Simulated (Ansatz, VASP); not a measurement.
**One calculation of Re3B2, two programs**

```
Re B
1.0
     3.54298    0.00000    0.00000
    -1.77149    3.06831    0.00000
     0.00000    0.00000    5.60477
Re B
3 2
Direct
  0.00000 0.00000 0.00000
  0.33333 0.66667 0.64922
  0.66667 0.33333 0.35078
  0.33333 0.66667 0.22719
  0.66667 0.33333 0.77281
```

Alike in both runs: functional PBE; k mesh 12 × 12 × 8; occupations gaussian, width 0.1 eV; no spin polarisation.

Ansatz relaxed the structure, and its values are those at the end. VASP's run is a single point on that final structure, the one shown.

```csv
,VASP,Ansatz
version,VASP 6.6.1,Ansatz 0.2.0
potentials or method,"VASP PAW PBE potentials, release 64 (Re_sv_GW, B), cutoff 560 eV","scalar-relativistic, plane waves, PAW"
valence electrons in the cell,51,51
```

|  | VASP | Ansatz | Ansatz less VASP |
| --- | --- | --- | --- |
| gap on the k mesh at the Fermi level (eV) | none | none | - |
| pressure (GPa) | -1.0 | 0.0 | +1.00 |

A gap of «none» marks a metal or a gap that the smearing closes. With one functional, cell and mesh, what is left measures potentials, basis and numerics.

Spin-orbit coupling is off throughout.
